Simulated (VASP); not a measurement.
Here is a VASP 6.6.1 calculation.

The input INCAR:

```
SYSTEM = Ni
PREC = Accurate ; ENCUT = 600
EDIFF = 1E-7 ; ISMEAR = -1
SIGMA = 0.1 ; LREAL = .FALSE.
LASPH = .TRUE. ; NELM = 150
ALGO = Normal ; ISIF = 3
LWAVE = .FALSE. ; LCHARG = .FALSE.
ISPIN = 2 ; MAGMOM = 1
LORBIT = 11 ; LMAXMIX = 4
GGA = PS ; IBRION = 2
NSW = 60 ; EDIFFG = -0.005
PSTRESS = -22.0
```

File KPOINTS:

```
regular mesh
0
G
  18 18 17
  0 0 0
```

POSCAR

```
Ni
1.0
    2.3768958105      0.0000000000      0.0000000000
   -1.1884479053      2.0584521541      0.0000000000
    0.0000000000      0.0000000000      2.2342820619
Ni
1
Direct
    0.0000000000      0.0000000000      0.0000000000
```

Potentials or basis: VASP PAW PBE potentials, release 64 (Ni).

Launch:

```bash
$ cat potpaw_PBE.64/Ni/POTCAR > POTCAR
$ mpirun -np 1 vasp_std > vasp.out
```

Task: Estimate the relaxed cell.

Result: a = 2.380 Å, b = 2.380 Å, c = 2.317 Å, α = 90.00°, β = 90.00°, γ = 120.00°.

Task: Predict the relaxed volume.

Result: 11.37 Å³/atom.

Task: Predict the site moments.

Result: Ni +0.38 μB.

Step by step:
```csv
step,energy change (eV),largest force (eV/Å),pressure (GPa),volume (Å³)
1,0.0000,0.0000,5.20,10.93
2,-0.0027,0.0000,-6.81,11.74
3,-0.0143,0.0000,-2.97,11.42
4,-0.0155,0.0000,-1.79,11.34
5,-0.0152,0.0000,-2.18,11.37
```

Caveat: the cell is relaxed towards a set pressure, so the enthalpy falls and the energy may rise; the PAW data sets were made with another functional, which shifts forces and pressure a little.
